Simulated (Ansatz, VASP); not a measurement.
Ge: VASP beside Ansatz

INCAR

```
PREC = Accurate ; ENCUT = 520
EDIFF = 1E-6 ; ISMEAR = 1
SIGMA = 0.15 ; LREAL = F
LASPH = T ; NELM = 100
ALGO = Normal ; ISIF = 2
LWAVE = F ; LCHARG = F
GGA = PS ; NBANDS = 21
```

File KPOINTS:

```
regular mesh
0
Gamma
  11 11 6
```

File POSCAR:

```
Ge
1.0
    1.4679417103     -2.5596223229      0.0000000000
    1.4679417103      2.5596223229      0.0000000000
    0.0000000000      0.0000000000      4.6637017351
Ge
2
Direct
    0.6665530000      0.3334470000      0.2500000000
    0.3334470000      0.6665530000      0.7500000000
```

Input for Ansatz:

```yaml
crystal:
  lattice:
    - [1.4679417103374717, -2.559622322857811, 0.0]
    - [1.4679417103374717, 2.559622322857811, 0.0]
    - [0.0, 0.0, 4.663701735102574]
  atoms:
    - { symbol: Ge, position: [0.666553, 0.333447, 0.25] }
    - { symbol: Ge, position: [0.333447, 0.666553, 0.75] }
basis:
  ecutwfc: 510.0
kpoints:
  mp_grid:
    grid: [11, 11, 6]
hamiltonian:
  xc: pbesol
  pseudopotentials:
    kind: paw
scf:
  occupations:
    method: cold
    width: 0.15
output:
  stress: true
```

Alike in both runs: task single point; functional PBEsol; k mesh 11 × 11 × 6; no spin polarisation.

|  | VASP | Ansatz |
| --- | --- | --- |
| version | VASP 6.6.1 | Ansatz 0.2.0 |
| potentials or method | VASP PAW PBE potentials, release 64 (Ge_d), cutoff 520 eV | plane waves, PAW |
| occupations | methfessel-paxton of order 1, width 0.15 eV | cold, width 0.15 eV |
| valence electrons in the cell | 28 | 28 |

```tsv
	VASP	Ansatz	Ansatz less VASP
pressure (GPa)	3.7	3.7	-0.07
traceless stress, the component that is largest in VASP (GPa)	5.12	5.51	+0.393
```

VASP's potentials were made for PBE, not for PBEsol.
